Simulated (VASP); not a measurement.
## Al3Sb2P: single point with PBE

Crystal: Al3Sb2P.

```xyz
6
Lattice="3.7263 0.0000 0.0000 -1.8632 3.2271 0.0000 0.0000 0.0000 11.0124" Properties=species:S:1:pos:R:3 pbc="T T T"
Al    1.8632    1.0757    0.5361
Al    1.8632    1.0757    4.5771
Al    0.0000    0.0000    6.3820
Sb    0.0000    2.1514    8.2736
Sb    0.0000    2.1514    2.7439
P     0.0000    0.0000   10.5245
```

| Property | Result |
| --- | --- |
| Program | VASP 6.6.1 |
| Task | single point |
| Functional | PBE |
| Potentials or basis | VASP PAW PBE potentials, release 64 (Al, Sb, P) |
| Cutoff | 520 eV |
| k mesh | 12 × 12 × 4 |
| Occupations | gaussian, width 0.1 eV |
| Spin | no spin polarisation |

```yaml
Pressure: 0.0 GPa
Largest_force: 0.021 eV/Å
Band_gap_on_the_k_mesh: zero (band 12 reaches 8.71 eV, above the bottom of band 13 at 5.40 eV)
```

Forces on the atoms (eV/Å):
```
Al   0.000  0.000 -0.021
Al   0.000  0.000  0.019
Al   0.000  0.000 -0.010
Sb   0.000  0.000  0.018
Sb   0.000  0.000 -0.009
P    0.000  0.000  0.003
```

Levels at points of the mesh, in eV from the Fermi level:
```csv
k point,band 10,band 11,band 12,band 13,band 14,band 15
"(0.00, 0.00, 0.00)",1.66,1.66,1.98,1.98,3.51,3.87
"(0.50, 0.00, 0.00)",-2.14,-1.73,-0.24,0.07,0.57,1.60
"(0.00, 0.00, 0.50)",1.72,1.72,1.89,1.89,2.91,3.82
"(0.50, 0.00, 0.50)",-1.31,-0.96,-0.49,0.03,0.47,0.94
```

It took 98 s on 1 thread of Intel(R) Xeon(R) 6975P-C (Granite Rapids) (shared host), peak memory 0.36 GiB.

Caveat: spin-orbit coupling is left out, which moves the levels of the heavy elements.
